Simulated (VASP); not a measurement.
Write the native input for VASP 6.6.1 that does the following.

```yaml
Task: single point
Functional: PBEsol
Potentials_or_basis: VASP PAW PBE potentials, release 64 (Fe_sv)
Cutoff: 690 eV
k_mesh: 10 × 10 × 10
Occupations: gaussian, width 0.1 eV
Spin: collinear spin, ferromagnetic start
Starting_moments: "[2.88] μB"
Dipole_correction: no
Further_INCAR_settings: ALGO = Normal; EDIFF = 1e-06; NBANDS = 18
```

The structure of Fe lies in POSCAR:

```
Fe
1.0
   -1.1863041842      1.1863041842      1.9707886725
    1.1863041842     -1.1863041842      1.9707886725
    1.1863041842      1.1863041842     -1.9707886725
Fe
1
Direct
    0.0000000000      0.0000000000      0.0000000000
```

The input as run:

INCAR

```
SYSTEM = Fe
  ALGO = Normal
  EDIFF = 1E-6
  ENCUT = 690
  GGA = PS
  GGA_COMPAT = .FALSE.
  ISIF = 2
  ISMEAR = 0
  ISPIN = 2
  LASPH = .TRUE.
  LCHARG = .FALSE.
  LMAXMIX = 4
  LORBIT = 11
  LREAL = .FALSE.
  LWAVE = .FALSE.
  MAGMOM = 2.88
  NBANDS = 18
  NELM = 200
  PREC = Accurate
  SIGMA = 0.1
```

KPOINTS

```
k-points
0
G
  10 10 10
  0 0 0
```

Potentials or basis: VASP PAW PBE potentials, release 64 (Fe_sv).

Command:

```bash
$ cat potpaw_PBE.64/Fe_sv/POTCAR > POTCAR
$ mpirun -np 1 vasp_std > vasp.out
```

Results of the run:

| Item | Value |
| --- | --- |
| Pressure | -1.5 GPa |
| Net moment | 2.22 μB per cell |
| Site moments | Fe +2.20 μB |
| Valence electrons inside the program's atomic spheres | Fe 13.76 |

Caveat: the PAW data sets were made with another functional, which shifts forces and pressure a little.

Run time: 86 s on 1 thread of AMD EPYC 7R43 64-Core Processor (Zen 3) (shared host), peak memory 0.14 GiB.
